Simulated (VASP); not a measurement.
## WC: single point with LDA

The system is WC.

```
W C
1.0
     0.00000    2.27710    2.27710
     2.27710    0.00000    2.27710
     2.27710    2.27710    0.00000
W C
1 1
Direct
  0.00000 0.00000 0.00000
  0.50000 0.50000 0.50000
```

```yaml
Program: VASP 6.6.1
Task: single point
Functional: LDA
Potentials_or_basis: VASP PAW LDA potentials, release 64 (W_sv, C)
Cutoff: 520 eV
k_mesh: 11 × 11 × 11
Occupations: fermi-dirac, width 0.1 eV
Spin: no spin polarisation
Dipole_correction: no
Further_INCAR_settings: ALGO = Normal; EDIFF = 1e-06; NBANDS = 16
```

```json
{
 "Pressure": "-43.5 GPa",
 "Band gap on the k mesh": "zero (band 9 reaches 11.31 eV, above the bottom of band 10 at 8.75 eV)"
}
```

Levels at points of the mesh, in eV from the Fermi level:
| k point | band 6 | band 7 | band 8 | band 9 | band 10 | band 11 | band 12 | band 13 |
| --- | --- | --- | --- | --- | --- | --- | --- | --- |
| (0.00, 0.00, 0.00) | -2.33 | -2.33 | -2.33 | -0.86 | -0.86 | -0.78 | -0.78 | -0.78 |

Run time: 49 s on 1 thread of AMD EPYC 7R13, on a shared host, peak memory 0.11 GiB.

Caveat: spin-orbit coupling is left out, which moves the levels of the heavy elements.
